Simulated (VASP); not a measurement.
# P (Cmce) in VASP: further runs

Runs on P. Level: PBEsol. Tasks: single point.

All numbers are computed with VASP 6.6.1; they aren't measurements. Logs are shortened: lines on timing, memory, paths and dates and some standing lists are left out, and cuts for length are marked.

### Step 1. The cell of the first run

Symmetry: Cmce, No. 64, orthorhombic system. The conventional cell has a = 3.317 Å, b = 10.291 Å, c = 4.134 Å, α = 90.00°, β = 90.00°, γ = 90.00°. P (site symmetry m) has 3 P at 2.21 to 2.25 Å within 2.9 Å.

### Step 2. Single point, PBEsol (strain +0.000 along x and y, -0.015 along z)

Contents of INCAR:

```
SYSTEM = P
  PREC = Accurate
  ENCUT = 520
  EDIFF = 1E-7
  ISMEAR = 0
  SIGMA = 0.15
  LREAL = .FALSE.
  LASPH = .TRUE.
  NELM = 60
  ALGO = Normal
  ISIF = 2
  LWAVE = .FALSE.
  LCHARG = .FALSE.
  GGA = PS
  NBANDS = 18
```

Contents of KPOINTS:

```
regular mesh
0
G
  16 16 12
  0 0 0
```

Contents of POSCAR:

```
P
1.0
    1.6587070759     -5.1453559977      0.0000000000
    1.6587070759      5.1453559977      0.0000000000
    0.0000000000      0.0000000000      4.1342149566
P
4
Direct
    0.1052825112      0.8947174888      0.9271259313
    0.6052825112      0.3947174888      0.5728740687
    0.8947174888      0.1052825112      0.0728740687
    0.3947174888      0.6052825112      0.4271259313
```

Potentials or basis: VASP PAW PBE potentials, release 64 (P).

Command:

```
$ cat potpaw_PBE.64/P/POTCAR > POTCAR
$ mpirun -np 1 vasp_std > vasp.out
```

OUTCAR:

```text
SYSTEM = P
   PREC = Accurate
   ENCUT = 520
   EDIFF = 1E-7
   ISMEAR = 0
   LREAL = .FALSE.
   LASPH = .TRUE.
   NELM = 60
   ISIF = 2
   GGA = PS

 ion  position               nearest neighbor table
   1  0.105  0.895  0.927-   2 2.21   2 2.21   3 2.25
   2  0.605  0.395  0.573-   1 2.21   1 2.21   4 2.25
   3  0.895  0.105  0.073-   4 2.21   4 2.21   1 2.25
   4  0.395  0.605  0.427-   3 2.21   3 2.21   2 2.25

  LATTYP: Found a base centered orthorhombic cell.
 ALAT       =     3.3174141518
 B/A-ratio  =     3.1020281233
 C/A-ratio  =     1.2462161091

  Lattice vectors:

 A1 = (   1.6587070759,  -5.1453559977,   0.0000000000)
 A2 = (   1.6587070759,   5.1453559977,   0.0000000000)
 A3 = (   0.0000000000,   0.0000000000,   4.1342149566)

Analysis of symmetry for initial positions (statically):
=====================================================================
 Subroutine PRICEL returns:
 Original cell was already a primitive cell.

 Routine SETGRP: Setting up the symmetry group for a
 base centered orthorhombic supercell.

 Subroutine GETGRP returns: Found  8 space group operations
 (whereof  4 operations were pure point group operations)
 out of a pool of  8 trial point group operations.

The static configuration has the point symmetry C_2h.
 The point group associated with its full space group is D_2h.

Analysis of symmetry for dynamics (positions and initial velocities):
=====================================================================
 Subroutine PRICEL returns:
 Original cell was already a primitive cell.

 Routine SETGRP: Setting up the symmetry group for a
 base centered orthorhombic supercell.

 Subroutine GETGRP returns: Found  8 space group operations
 (whereof  4 operations were pure point group operations)
 out of a pool of  8 trial point group operations.

The dynamic configuration has the point symmetry C_2h.
 The point group associated with its full space group is D_2h.

 Subroutine INISYM returns: Found  8 space group operations
 (whereof  4 operations are pure point group operations),
 and found     1 'primitive' translations

----------------------------------------------------------------------------------------

                                     Primitive cell

  volume of cell :      70.5681

  direct lattice vectors                    reciprocal lattice vectors
     1.658707076 -5.145355998  0.000000000     0.301439602 -0.097175006  0.000000000
     1.658707076  5.145355998  0.000000000     0.301439602  0.097175006  0.000000000
     0.000000000  0.000000000  4.134214957     0.000000000  0.000000000  0.241883891

  length of vectors
     5.406107426  5.406107426  4.134214957     0.316715669  0.316715669  0.241883891

  position of ions in fractional coordinates (direct lattice)
     0.105282511  0.894717489  0.927125931
     0.605282511  0.394717489  0.572874069
     0.894717489  0.105282511  0.072874069
     0.394717489  0.605282511  0.427125931

  ion indices of the primitive-cell ions
   primitive index   ion index
                 1           1
                 2           2
                 3           3
                 4           4

----------------------------------------------------------------------------------------

 KPOINTS: regular mesh

Automatic generation of k-mesh.
 Grid dimensions read from file:
 generate k-points for:   16   16   12

 Generating k-lattice:

  Cartesian coordinates                     Fractional coordinates (reciprocal lattice)
     0.018839975 -0.006073438  0.000000000     0.062500000  0.000000000  0.000000000
     0.018839975  0.006073438  0.000000000     0.000000000  0.062500000  0.000000000
     0.000000000  0.000000000  0.020156991     0.000000000  0.000000000  0.083333333

  Length of vectors
     0.019794729  0.019794729  0.020156991

  Shift w.r.t. Gamma in fractional coordinates (k-lattice)
     0.000000000  0.000000000  0.000000000

 Subroutine IBZKPT returns following result:
 ===========================================

 Found    511 irreducible k-points:

 Following reciprocal coordinates:
            Coordinates               Weight
  0.000000  0.000000  0.000000      1.000000
  0.062500  0.000000  0.000000      4.000000
  0.125000  0.000000  0.000000      4.000000
  0.187500  0.000000  0.000000      4.000000
  0.250000  0.000000  0.000000      4.000000
  0.312500 -0.000000  0.000000      4.000000
[... 16 lines left out ...]
 -0.125000  0.062500  0.000000      4.000000
 -0.062500  0.062500  0.000000      2.000000
 [... further k-points ...]
   k-points           NKPTS =    511   k-points in BZ     NKDIM =    511   number of bands    NBANDS=     18
   number of dos      NEDOS =    301   number of ions     NIONS =      4
   total plane-waves  NPLWV =  51200
   dimension x,y,z NGX =    40 NGY =   40 NGZ =   32
   dimension x,y,z NGXF=    80 NGYF=   80 NGZF=   64
   ions per type =               4
   NGX,Y,Z   is equivalent  to a cutoff of  12.30, 12.30, 12.87 a.u.
   NGXF,Y,Z  is equivalent  to a cutoff of  24.60, 24.60, 25.74 a.u.
 SYSTEM =  P
   PREC   = accura    normal or accurate (medium, high low for compatibility)
   ISTART =      0    job   : 0-new  1-cont  2-samecut
   ICHARG =      2    charge: 1-file 2-atom 10-const
   ISPIN  =      1    spin polarized calculation?
   LNONCOLLINEAR =      F non collinear calculations
   LSORBIT =      F    spin-orbit coupling
   LASPH  =      T    aspherical Exc in radial PAW
   ENCUT  =  520.0 eV  38.22 Ry    6.18 a.u.  10.05 10.05  7.69*2*pi/ulx,y,z
   NELM   =     60;   NELMIN=  2; NELMDL= -5     # of ELM steps
   EDIFF  = 0.1E-06   stopping-criterion for ELM
   LREAL  =      F    real-space projection
   EDIFFG = 0.1E-05   stopping-criterion for IOM
   NSW    =      0    number of steps for IOM
   IBRION =     -1    ionic relax: 0-MD 1-quasi-New 2-CG
   NFREE  =      0    steps in history (QN), initial steepest desc. (CG)
   ISIF   =      2    stress and relaxation
   ISYM   =      2    0-nonsym 1-usesym 2-fastsym
   POTIM  = 0.5000    time-step for ionic-motion
   TEBEG  =    0.0;   TEEND  =   0.0 temperature during run
   PSTRESS=    0.0 pullay stress
   NELECT =      20.0000    total number of electrons
   NUPDOWN=      -1.0000    fix difference up-down
   EMIN   =  10.00;   EMAX   =-10.00  energy-range for DOS
   EFERMI =   0.00;   METHOD = LEGACY
   ISMEAR =     0;   SIGMA  =   0.15  broadening in eV -4-tet -1-fermi 0-gaus
   EFERMI_NEDOS =   21; number of points for ismear=-14 and -15
   IALGO  =     38    algorithm
   IMIX   =      4    mixing-type and parameters
     AMIX     =   0.40;   BMIX     =  1.00
     AMIX_MAG =   1.60;   BMIX_MAG =  1.00
  volume/ion in A,a.u.               =      17.64       119.05
  Fermi-wavevector in a.u.,A,eV,Ry     =   1.075347  2.032112 15.733395  1.156372
  Thomas-Fermi vector in A             =   2.211201
   LORBIT       =      0    0 simple, 1 ext, 2 COOP (PROOUT), +10 PAW based schemes
   GGA     = PS    functional components
   LHFCALC =     F    Hartree Fock is set to
   AEXX    =    0.0000 exact exchange contribution
   IVDW    =     0    specifies the selected vdW correction
   LEPSILON=     F    determine dielectric tensor
   LRPA    =     F    only Hartree local field effects (RPA)
 non-spin polarized calculation
 Gauss-broadening in eV      SIGMA  =   0.15
  energy-cutoff  :      520.00
  volume of cell :       70.57
 maximum number of plane-waves:      1919
   NGX = 21   NGY = 21   NGZ = 15

 number of electron      20.0000000 magnetization

 Free energy of the ion-electron system (eV)
  ---------------------------------------------------
  ext. energy  EPLUGINS =         0.00000000
  ---------------------------------------------------
  free energy    TOTEN  =       -23.04358491 eV

  energy without entropy =      -23.04180103  energy(sigma->0) =      -23.04269297

 E-fermi :   7.3374     XC(G=0): -10.3846

 val. band max:        7.3309686388   @ k =  -0.4375   0.3750   0.0000
 cond. band min:       7.3421353146   @ k =   0.5000   0.1250   0.0000
 fundamental gap:      0.0111666758
 Fermi energy:         7.3373974732

 k-point     1 :       0.0000    0.0000    0.0000
  band No.  band energies     occupation
      1      -8.7475      2.00000
      2      -5.4265      2.00000
      3      -1.7021      2.00000
      4      -0.0234      2.00000
      5       2.1884      2.00000
      6       3.1502      2.00000
[... 10 lines left out ...]
     17      14.4601      0.00000
     18      14.5875      0.00000

 k-point     2 :       0.0625    0.0000    0.0000
  band No.  band energies     occupation
      1      -8.6978      2.00000
      2      -5.3869      2.00000
      3      -1.7470      2.00000
      4       0.0293      2.00000
      5       2.2346      2.00000
      6       2.8788      2.00000
[... 10 lines left out ...]
     17      14.0962      0.00000
     18      14.3234      0.00000

 k-point     3 :       0.1250    0.0000    0.0000
  band No.  band energies     occupation
      1      -8.5490      2.00000
      2      -5.2678      2.00000
      3      -1.9058      2.00000
      4       0.1863      2.00000
      5       2.2140      2.00000
      6       2.3710      2.00000
[... 10 lines left out ...]
     17      12.9987      0.00000
     18      14.2312      0.00000

 k-point     4 :       0.1875    0.0000    0.0000
  band No.  band energies     occupation
      1      -8.3021      2.00000
      2      -5.0683      2.00000
      3      -2.2342      2.00000
      4       0.4431      2.00000
      5       1.3485      2.00000
      6       2.0064      2.00000
[... 10 lines left out ...]
     17      12.0758      0.00000
     18      14.1353      0.00000

 k-point     5 :       0.2500    0.0000    0.0000
  band No.  band energies     occupation
      1      -7.9591      2.00000
      2      -4.7874      2.00000
      3      -2.7616      2.00000
      4       0.4212      2.00000
      5       0.7912      2.00000
      6       1.7918      2.00000
[... 10 lines left out ...]
     17      12.6739      0.00000
     18      14.0749      0.00000

 k-point     6 :       0.3125   -0.0000    0.0000
  band No.  band energies     occupation
      1      -7.5228      2.00000
      2      -4.4236      2.00000
      3      -3.4446      2.00000
      4      -0.4877      2.00000
      5       1.2144      2.00000
      6       1.8156      2.00000
[... 10 lines left out ...]
     17      14.0874      0.00000
     18      14.1072      0.00000

 k-point     7 :       0.3750    0.0000    0.0000
  band No.  band energies     occupation
      1      -6.9977      2.00000
      2      -4.2036      2.00000
      3      -3.9757      2.00000
      4      -1.3416      2.00000
      5       1.6785      2.00000
      6       1.9985      2.00000
[... 10 lines left out ...]
     17      14.1741      0.00000
     18      14.2605      0.00000

 k-point     8 :       0.4375    0.0000    0.0000
  band No.  band energies     occupation
      1      -6.3901      2.00000
      2      -4.9727      2.00000
      3      -3.4429      2.00000
      4      -2.1234      2.00000
      5       2.1014      2.00000
      6       2.2245      2.00000
[... 10 lines left out ...]
     17      14.2054      0.00000
     18      14.2688      0.00000
[... 229 lines left out ...]
     17      13.7613      0.00000
     18      14.1205      0.00000

 k-point    20 :      -0.3125    0.0625    0.0000
  band No.  band energies     occupation
      1      -7.9138      2.00000
      2      -4.9218      2.00000
      3      -2.7785      2.00000
      4       0.4917      2.00000
      5       0.9661      2.00000
      6       1.8085      2.00000
[... 10 lines left out ...]
     17      12.6289      0.00000
     18      13.5714      0.00000

 k-point    21 :      -0.2500    0.0625    0.0000
  band No.  band energies     occupation
      1      -8.2642      2.00000
      2      -5.1842      2.00000
      3      -2.2350      2.00000
      4       0.5925      2.00000
      5       1.3528      2.00000
      6       2.0431      2.00000
[... 10 lines left out ...]
     17      12.1473      0.00000
     18      13.5120      0.00000

 k-point    22 :      -0.1875    0.0625    0.0000
  band No.  band energies     occupation
      1      -8.5196      2.00000
      2      -5.3599      2.00000
      3      -1.8970      2.00000
      4       0.3041      2.00000
      5       2.1329      2.00000
      6       2.4129      2.00000
[... 10 lines left out ...]
     17      13.0641      0.00000
     18      13.5473      0.00000

 k-point    23 :      -0.1250    0.0625    0.0000
  band No.  band energies     occupation
      1      -8.6778      2.00000
      2      -5.4509      2.00000
      3      -1.7371      2.00000
      4       0.1107      2.00000
      5       2.2672      2.00000
      6       2.7796      2.00000
[... 10 lines left out ...]
     17      13.6242      0.00000
     18      14.1216      0.00000

 k-point    24 :      -0.0625    0.0625    0.0000
  band No.  band energies     occupation
      1      -8.7374      2.00000
      2      -5.4593      2.00000
      3      -1.6965      2.00000
      4       0.0181      2.00000
      5       2.2060      2.00000
      6       3.1256      2.00000
[... 10 lines left out ...]
     17      13.8213      0.00000
     18      14.7394      0.00000

 [... further k-points ...]

------------------------ aborting loop because EDIFF is reached ----------------------------------------

  FORCE on cell =-STRESS in cart. coord.  units (eV):
  Direction    XX          YY          ZZ          XY          YZ          ZX
  --------------------------------------------------------------------------------------
  -------------------------------------------------------------------------------------
  Total        0.5366154      0.1089941      0.8795858      0.0000000      0.0000000      0.0000000
  in kB       12.1833163      2.4746016     19.9701168      0.0000000      0.0000000      0.0000000
  external PRESSURE =      11.5426782 kB  Pullay stress =       0.0000000 kB

 VOLUME and BASIS-vectors are now :
 -----------------------------------------------------------------------------
  energy-cutoff  :      520.00
  volume of cell :       70.57
      direct lattice vectors                 reciprocal lattice vectors
     1.658707076 -5.145355998  0.000000000     0.301439602 -0.097175006  0.000000000
     1.658707076  5.145355998  0.000000000     0.301439602  0.097175006  0.000000000
     0.000000000  0.000000000  4.134214957     0.000000000  0.000000000  0.241883891

 POSITION                                       TOTAL-FORCE (eV/Angst)
 -----------------------------------------------------------------------------------
      1.65871      4.06192      3.83294         0.000000     -0.015589      0.187966
      1.65871     -1.08343      2.36838         0.000000     -0.015589     -0.187966
      1.65871     -4.06192      0.30128         0.000000      0.015589     -0.187966
      1.65871      1.08343      1.76583         0.000000      0.015589      0.187966
 -----------------------------------------------------------------------------------
    total drift:                                0.000000     -0.000000      0.000000

  FREE ENERGIE OF THE ION-ELECTRON SYSTEM (eV)
  ---------------------------------------------------
  free  energy   TOTEN  =       -23.0435849148 eV

  energy  without entropy=      -23.0418010295  energy(sigma->0) =      -23.04269297
```

Run time: 3.6 min. Hardware: 1 thread of Intel Xeon 6975P-C (Granite Rapids), shared host; peak memory 0.54 GiB.

Results:

* Free energy: -23.0436 eV
* Pressure: 1.2 GPa
* Largest force: 0.189 eV/Å
* Band gap on the k mesh: zero (bands 10 and 11 overlap by 0.26 eV)

Forces in eV/Å, atoms in the order of the input:
```
P    0.000 -0.016  0.188
P    0.000 -0.016 -0.188
P    0.000  0.016 -0.188
P    0.000  0.016  0.188
```

Levels at points of the mesh, in eV from the Fermi level:
| k point | band 7 | band 8 | band 9 | band 10 | band 11 | band 12 | band 13 | band 14 |
| --- | --- | --- | --- | --- | --- | --- | --- | --- |
| (0.00, 0.00, 0.00) | -4.16 | -2.90 | -2.72 | -1.26 | 0.96 | 1.09 | 1.82 | 3.53 |
| (0.50, 0.00, 0.00) | -3.22 | -3.22 | -2.65 | -2.65 | 0.82 | 0.82 | 1.08 | 1.08 |
| (0.50, 0.50, 0.00) | -4.44 | -2.27 | -1.90 | -0.51 | 0.44 | 0.58 | 2.39 | 3.27 |
| (0.00, 0.00, 0.50) | -3.17 | -3.17 | -0.84 | -0.84 | 1.46 | 1.46 | 2.25 | 2.25 |
| (0.50, 0.00, 0.50) | -5.82 | -5.82 | -2.13 | -2.13 | 1.51 | 1.51 | 4.93 | 4.93 |
| (0.50, 0.50, 0.50) | -2.50 | -2.50 | -1.24 | -1.24 | 1.24 | 1.24 | 2.74 | 2.74 |

Caveat: the cell differs from its parent crystal (strain +0.000 along x and y, -0.015 along z); the PAW data sets were made with another functional, which shifts forces and pressure a little.

(Continued in part 2 of 2.)

The gap in the log of VASP goes by the Fermi energy; the results here count the filled bands.